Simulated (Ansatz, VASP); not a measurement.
**One calculation of AlN, two programs**

```
Al N
1.0
    -3.11356    0.00000    0.00000
    -1.55678   -2.69642    0.00000
     0.00000    0.00000   11.96670
Al N
4 4
Direct
  0.33333 0.33333 0.75333
  0.33333 0.33333 0.33690
  0.66667 0.66667 0.12868
  0.66667 0.66667 0.54512
  0.33333 0.33333 0.07953
  0.33333 0.33333 0.49597
  0.66667 0.66667 0.28775
  0.66667 0.66667 0.70419
```

Alike in both runs: task single point; functional PBEsol; k mesh 8 × 8 × 3; occupations gaussian, width 0.05 eV; no spin polarisation.

|  | VASP | Ansatz |
| --- | --- | --- |
| version | VASP 6.6.1 | Ansatz 0.2.0 |
| potentials or method | VASP PAW PBE potentials, release 64 (Al, N), cutoff 520 eV | scalar-relativistic, plane waves, PAW |
| valence electrons in the cell | 32 | 32 |

|  | VASP | Ansatz | Ansatz less VASP |
| --- | --- | --- | --- |
| gap on the k mesh at the Fermi level (eV) | none | none | - |
| pressure (GPa) | -2.4 | -2.4 | -0.01 |
| traceless stress, the component that is largest in VASP (GPa) | -2.82 | -2.70 | +0.124 |
| rms of the force components (eV/Å) | 0.817 | 0.820 | +0.0035 |

VASP's potentials were made for PBE, not for PBEsol, and Ansatz warns of the same on its side. Atom by atom the forces differ by 0.005 eV/Å (rms over components). A gap of «none» marks a metal or a gap that the smearing closes.
